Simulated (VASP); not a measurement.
Runs of VASP 6.6.1 on Nb. The structure is that of space group Fm-3m (No. 225), or close to it. The cells are those of the table. 

```tsv
cell	gap on the mesh (eV)	pressure (GPa)
a = 3.075 Å, angles 60.0°, 1 atom	none	(a)
a = 2.949 Å, angles 60.0°, 1 atom	none	5.2
a = 2.855 Å, angles 60.0°, 1 atom	none	26.6
a = 3.008 Å, angles 60.0°, 1 atom	none	(b)
a = 2.887 Å, angles 60.0°, 1 atom	none	18.5
a = 2.918 Å, angles 60.0°, 1 atom	none	11.4
a = 2.979 Å, angles 60.0°, 1 atom	none	-0.2
a = 3.037 Å, angles 60.0°, 1 atom	none	-9.0
```

Alike in all rows: task single point; level r2SCAN; potentials or basis VASP PAW PBE potentials, release 64 (Nb_sv); no spin polarisation; k mesh 18 × 18 × 18; cutoff (eV) 520; smearing gaussian 0.1 eV.

Problem. Fill in the values left out.

Solution. (a) -13.8; (b) -4.9.

Caveats: the PAW data sets were made with another functional, which shifts forces and pressure a little.

A k mesh can miss the band edges, and the runs leave out spin-orbit coupling on Nb.

A gap of «none» marks levels without a gap at the run's occupations.
